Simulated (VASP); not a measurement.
# BeTe2 (I4_1/amd) in VASP: notebook, part 2 of 2

VASP 6.6.1.

## (4) Relaxation of cell and atoms, PBE

This run uses another cell than the first one, of 22.95 Å³/atom.

File INCAR:

```
PREC     = Accurate       # precision mode
ENCUT    = 600            # plane-wave cutoff, eV
EDIFF    = 1E-7           # SCF threshold, eV
ISMEAR   = 0              # smearing method
SIGMA    = 0.1            # smearing width, eV
LREAL    = False          # projectors in reciprocal space
LASPH    = True           # aspherical terms in the spheres
NELM     = 100            # most SCF steps
ALGO     = Normal         # electronic algorithm
ISIF     = 3              # what is computed and relaxed
LWAVE    = False          # write WAVECAR
LCHARG   = False          # write CHGCAR
GGA      = PE             # functional
IBRION   = 2              # ionic algorithm
NSW      = 100            # ionic steps
EDIFFG   = -0.01          # ionic threshold
```

File KPOINTS:

```
Automatic mesh
0
Gamma
  10 10 10
```

File POSCAR:

```
BeTe2
1.0
   -2.6405650601      2.6405650601      4.9373066469
    2.6405650601     -2.6405650601      4.9373066469
    2.6405650601      2.6405650601     -4.9373066469
Be Te
2 4
Direct
    0.0000000000      0.0000000000      0.0000000000
    0.7500000000      0.2500000000      0.5000000000
    0.2577397554      0.2577397554      0.0000000000
    1.0077397554      0.5077397554      0.5000000000
    0.4922602446     -0.0077397554      0.5000000000
    0.7422602446      0.7422602446      0.0000000000
```

Potentials or basis: VASP PAW PBE potentials, release 64 (Be, Te).

Launch:

```sh
$ cat potpaw_PBE.64/Be/POTCAR potpaw_PBE.64/Te/POTCAR > POTCAR
$ mpirun -np 1 vasp_std > vasp.out
```

OUTCAR:

```text
PREC = Accurate
   ENCUT = 600
   EDIFF = 1E-7
   ISMEAR = 0
   LREAL = False
   LASPH = True
   NELM = 100
   ISIF = 3
   GGA = PE
   IBRION = 2
   NSW = 100
   EDIFFG = -0.01

 ion  position               nearest neighbor table
   1  0.000  0.000  0.000-   3 2.55   6 2.55   5 2.64   4 2.64   4 2.64   5 2.64
   2  0.750  0.250  0.500-   4 2.55   5 2.55   3 2.64   6 2.64   3 2.64   6 2.64
   3  0.258  0.258  0.000-   1 2.55   2 2.64   2 2.64   5 3.51   5 3.51   4 3.61   4 3.61   4 3.61
                             4 3.61
   4  0.008  0.508  0.500-   2 2.55   1 2.64   1 2.64   6 3.51   6 3.51   3 3.61   3 3.61   3 3.61
                             3 3.61
   5  0.492  0.992  0.500-   2 2.55   1 2.64   1 2.64   3 3.51   3 3.51   6 3.61   6 3.61   6 3.61
                             6 3.61
   6  0.742  0.742  0.000-   1 2.55   2 2.64   2 2.64   4 3.51   4 3.51   5 3.61   5 3.61   5 3.61
                             5 3.61

  LATTYP: Found a body centered tetragonal cell.
 ALAT       =     5.2811301202
 C/A-ratio  =     1.8697917054

  Lattice vectors:

 A1 = (  -2.6405650601,   2.6405650601,   4.9373066469)
 A2 = (   2.6405650601,  -2.6405650601,   4.9373066469)
 A3 = (   2.6405650601,   2.6405650601,  -4.9373066469)

Analysis of symmetry for initial positions (statically):
=====================================================================
 Subroutine PRICEL returns:
 Original cell was already a primitive cell.

 Routine SETGRP: Setting up the symmetry group for a
 body centered tetragonal supercell.

 Subroutine GETGRP returns: Found 16 space group operations
 (whereof  8 operations were pure point group operations)
 out of a pool of 16 trial point group operations.

The static configuration has the point symmetry D_2d.
 The point group associated with its full space group is D_4h.

Analysis of symmetry for dynamics (positions and initial velocities):
=====================================================================
 Subroutine PRICEL returns:
 Original cell was already a primitive cell.

 Routine SETGRP: Setting up the symmetry group for a
 body centered tetragonal supercell.

 Subroutine GETGRP returns: Found 16 space group operations
 (whereof  8 operations were pure point group operations)
 out of a pool of 16 trial point group operations.

The dynamic configuration has the point symmetry D_2d.
 The point group associated with its full space group is D_4h.

 Subroutine INISYM returns: Found 16 space group operations
 (whereof  8 operations are pure point group operations),
 and found     1 'primitive' translations

----------------------------------------------------------------------------------------

                                     Primitive cell

  volume of cell :     137.7031

  direct lattice vectors                    reciprocal lattice vectors
    -2.640565060  2.640565060  4.937306647     0.000000000  0.189353411  0.101269789
     2.640565060 -2.640565060  4.937306647     0.189353411  0.000000000  0.101269789
     2.640565060  2.640565060 -4.937306647     0.189353411  0.189353411  0.000000000

  length of vectors
     6.190489851  6.190489851  6.190489851     0.214733053  0.214733053  0.267786161

[... 50 lines left out ...]
  0.500000  0.000000  0.000000      4.000000
[... 16 lines left out ...]
  0.300000  0.300000  0.000000      8.000000
  0.400000  0.300000  0.000000     16.000000
 [... further k-points ...]
   k-points           NKPTS =    102   k-points in BZ     NKDIM =    102   number of bands    NBANDS=     18
   number of dos      NEDOS =    301   number of ions     NIONS =      6
   total plane-waves  NPLWV = 125000
   dimension x,y,z NGX =    50 NGY =   50 NGZ =   50
   dimension x,y,z NGXF=   100 NGYF=  100 NGZF=  100
   ions per type =               2   4
   NGX,Y,Z   is equivalent  to a cutoff of  13.43, 13.43, 13.43 a.u.
   NGXF,Y,Z  is equivalent  to a cutoff of  26.86, 26.86, 26.86 a.u.
 SYSTEM =  unknown system
   PREC   = accura    normal or accurate (medium, high low for compatibility)
   ISTART =      0    job   : 0-new  1-cont  2-samecut
   ICHARG =      2    charge: 1-file 2-atom 10-const
   ISPIN  =      1    spin polarized calculation?
   LNONCOLLINEAR =      F non collinear calculations
   LSORBIT =      F    spin-orbit coupling
   LASPH  =      T    aspherical Exc in radial PAW
   ENCUT  =  600.0 eV  44.10 Ry    6.64 a.u.  12.36 12.36 12.36*2*pi/ulx,y,z
   NELM   =    100;   NELMIN=  2; NELMDL= -5     # of ELM steps
   EDIFF  = 0.1E-06   stopping-criterion for ELM
   LREAL  =      F    real-space projection
   EDIFFG = -.1E-01   stopping-criterion for IOM
   NSW    =    100    number of steps for IOM
   IBRION =      2    ionic relax: 0-MD 1-quasi-New 2-CG
   NFREE  =      1    steps in history (QN), initial steepest desc. (CG)
   ISIF   =      3    stress and relaxation
   ISYM   =      2    0-nonsym 1-usesym 2-fastsym
   POTIM  = 0.5000    time-step for ionic-motion
   TEBEG  =    0.0;   TEEND  =   0.0 temperature during run
   PSTRESS=    0.0 pullay stress
   NELECT =      28.0000    total number of electrons
   NUPDOWN=      -1.0000    fix difference up-down
   EMIN   =  10.00;   EMAX   =-10.00  energy-range for DOS
   EFERMI =   0.00;   METHOD = LEGACY
   ISMEAR =     0;   SIGMA  =   0.10  broadening in eV -4-tet -1-fermi 0-gaus
   EFERMI_NEDOS =   21; number of points for ismear=-14 and -15
   IALGO  =     38    algorithm
   IMIX   =      4    mixing-type and parameters
     AMIX     =   0.40;   BMIX     =  1.00
     AMIX_MAG =   1.60;   BMIX_MAG =  1.00
  volume/ion in A,a.u.               =      22.95       154.88
  Fermi-wavevector in a.u.,A,eV,Ry     =   0.962675  1.819191 12.609098  0.926743
  Thomas-Fermi vector in A             =   2.092154
   LORBIT       =      0    0 simple, 1 ext, 2 COOP (PROOUT), +10 PAW based schemes
   GGA     = PE    functional components
   LHFCALC =     F    Hartree Fock is set to
   AEXX    =    0.0000 exact exchange contribution
   IVDW    =     0    specifies the selected vdW correction
   LEPSILON=     F    determine dielectric tensor
   LRPA    =     F    only Hartree local field effects (RPA)
 conjugate gradient relaxation of ions
 non-spin polarized calculation
 Gauss-broadening in eV      SIGMA  =   0.10
  energy-cutoff  :      600.00
  volume of cell :      137.70
 maximum number of plane-waves:      4651
 NGX is ok and might be reduce to    50
   NGX = 25   NGY = 25   NGZ = 25

 number of electron      28.0000000 magnetization

 Free energy of the ion-electron system (eV)
  ---------------------------------------------------
  ext. energy  EPLUGINS =         0.00000000
  ---------------------------------------------------
  free energy    TOTEN  =       -18.96828972 eV

  energy without entropy =      -18.95123460  energy(sigma->0) =      -18.95976216

 E-fermi :   6.9147     XC(G=0):  -9.8481

 val. band max:        6.9099541570   @ k =  -0.2000  -0.2000   0.2000
 cond. band min:       6.9180964698   @ k =  -0.1000  -0.2000   0.1000
 fundamental gap:      0.0081423128
 Fermi energy:         6.9146855341

 k-point     1 :       0.0000    0.0000    0.0000
  band No.  band energies     occupation
      1      -6.3381      2.00000
      2      -3.3512      2.00000
      3      -3.3467      2.00000
      4      -2.9731      2.00000
      5       1.6263      2.00000
      6       2.5823      2.00000
[... 481 lines left out ...]
      5       0.9563      2.00000
      6       1.6229      2.00000
[... 10 lines left out ...]
     17       9.6809      0.00000
     18      10.1703      0.00000

 [... further k-points ...]

------------------------ aborting loop because EDIFF is reached ----------------------------------------

  FORCE on cell =-STRESS in cart. coord.  units (eV):
  Direction    XX          YY          ZZ          XY          YZ          ZX
  --------------------------------------------------------------------------------------
  -------------------------------------------------------------------------------------
  Total       -0.0036707     -0.0036707      0.0315824      0.0000000      0.0000000      0.0000000
  in kB       -0.0427089     -0.0427089      0.3674611      0.0000000      0.0000000      0.0000000
  external PRESSURE =       0.0940144 kB  Pullay stress =       0.0000000 kB

 VOLUME and BASIS-vectors are now :
 -----------------------------------------------------------------------------
  energy-cutoff  :      600.00
  volume of cell :      137.70
      direct lattice vectors                 reciprocal lattice vectors
    -2.640565060  2.640565060  4.937306647     0.000000000  0.189353411  0.101269789
     2.640565060 -2.640565060  4.937306647     0.189353411  0.000000000  0.101269789
     2.640565060  2.640565060 -4.937306647     0.189353411  0.189353411  0.000000000

 POSITION                                       TOTAL-FORCE (eV/Angst)
 -----------------------------------------------------------------------------------
      0.00000      0.00000      0.00000         0.000000      0.000000      0.000000
      0.00000      2.64057      2.46865         0.000000      0.000000      0.000000
      0.00000      0.00000      2.54508        -0.000000      0.000000      0.006658
      2.64057      0.00000      0.07643         0.000000     -0.000000      0.006658
      2.64057      0.00000      4.86088         0.000000     -0.000000     -0.006658
      0.00000      0.00000      7.32953        -0.000000      0.000000     -0.006658
 -----------------------------------------------------------------------------------
    total drift:                                0.000000      0.000000     -0.000000

  FREE ENERGIE OF THE ION-ELECTRON SYSTEM (eV)
  ---------------------------------------------------
  free  energy   TOTEN  =       -18.9682897165 eV

  energy  without entropy=      -18.9512345952  energy(sigma->0) =      -18.95976216

 reached required accuracy - stopping structural energy minimisation
```

Wall time 3.3 min (1 thread of Intel Xeon 6975P-C (Granite Rapids), shared host); peak memory 0.52 GiB.

Results:

- Free energy: -18.9683 eV
- Pressure after relaxing: 0.0 GPa
- Largest force after relaxing: 0.007 eV/Å
- Band gap on the k mesh: zero (bands 14 and 15 overlap by 1.29 eV)

Forces in eV/Å, atoms in the order of the input:
```
Be   0.000  0.000  0.000
Be   0.000  0.000  0.000
Te   0.000  0.000  0.007
Te   0.000  0.000  0.007
Te   0.000  0.000 -0.007
Te   0.000  0.000 -0.007
```

Final structure:
```
Be Te
1.0
    -2.64057    2.64057    4.93731
     2.64057   -2.64057    4.93731
     2.64057    2.64057   -4.93731
Be Te
2 4
Direct
  0.00000 0.00000 0.00000
  0.75000 0.25000 0.50000
  0.25774 0.25774 0.00000
  0.00774 0.50774 0.50000
  0.49226 0.99226 0.50000
  0.74226 0.74226 0.00000
```

Caveat: the relaxation stopped at its first step, so nothing moved; spin-orbit coupling is left out, which moves the levels of the heavy elements.

## (5) Overview

| task | cell | k mesh | cutoff (eV) | gap on the mesh (eV) | pressure (GPa) | largest force (eV/Å) |
| --- | --- | --- | --- | --- | --- | --- |
| single point | a = 7.152 Å, angles 139.4, 139.4, 58.7°, 6 atoms, atomic positions A | 6 × 6 × 6 | 520 | none | 2.9 | 0.21 |
| single point | a = 6.190 Å, angles 129.5, 129.5, 74.2°, 6 atoms, atomic positions B | 10 × 10 × 10 | 520 | none | 0.0 | 0.01 |
| relaxation of cell and atoms | relaxed from a = 6.190 Å, angles 129.5, 129.5, 74.2°, 6 atoms, atomic positions B | 10 × 10 × 10 | 600 | none | 0.0 | 0.01 |

Alike in all rows: level PBE; potentials or basis VASP PAW PBE potentials, release 64 (Be, Te); no spin polarisation; smearing gaussian 0.1 eV.

Caveats: spin-orbit coupling is left out, which moves the levels of the heavy elements; the relaxation stopped at its first step, so nothing moved (at least some runs).

Absolute energies hang on the potentials; compare differences alone.
